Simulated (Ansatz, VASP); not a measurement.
**One calculation of SnO2, two programs**

```xyz
6
Lattice="4.7631 -0.0876 -0.0585 -0.0876 4.7956 0.1110 -0.0393 0.0747 3.2115" Properties=species:S:1:pos:R:3 pbc="T T T"
Sn   -0.0066   -0.0084   -0.0330
Sn    2.2944    2.3814    1.5918
O     1.4048    1.4647    0.0206
O     0.8760    3.8966    1.7005
O     3.2523    3.2624    0.1019
O     3.8090    0.8853    1.5666
```

Change from the starting cell: all atoms moved at random (sigma 0.03 Å a component), cell strained at random (sigma 0.03).

Alike in both runs: task single point; functional PBE; k mesh 6 × 6 × 8; occupations gaussian, width 0.05 eV; no spin polarisation.

```csv
,VASP,Ansatz
version,VASP 6.6.1,Ansatz 0.2.0
potentials or method,"VASP PAW PBE potentials, release 64 (Sn_d, O), cutoff 520 eV","scalar-relativistic, plane waves, PAW"
valence electrons in the cell,52,52
```

```tsv
	VASP	Ansatz	Ansatz less VASP
gap on the k mesh at the Fermi level (eV)	0.96	0.97	+0.011
least direct gap on the mesh (eV)	0.96	0.97	+0.011
pressure (GPa)	7.3	6.7	-0.62
traceless stress, the component that is largest in VASP (GPa)	7.41	7.38	-0.037
rms of the force components (eV/Å)	0.544	0.533	-0.0116
```

Atom by atom the forces differ by 0.014 eV/Å (rms over components).
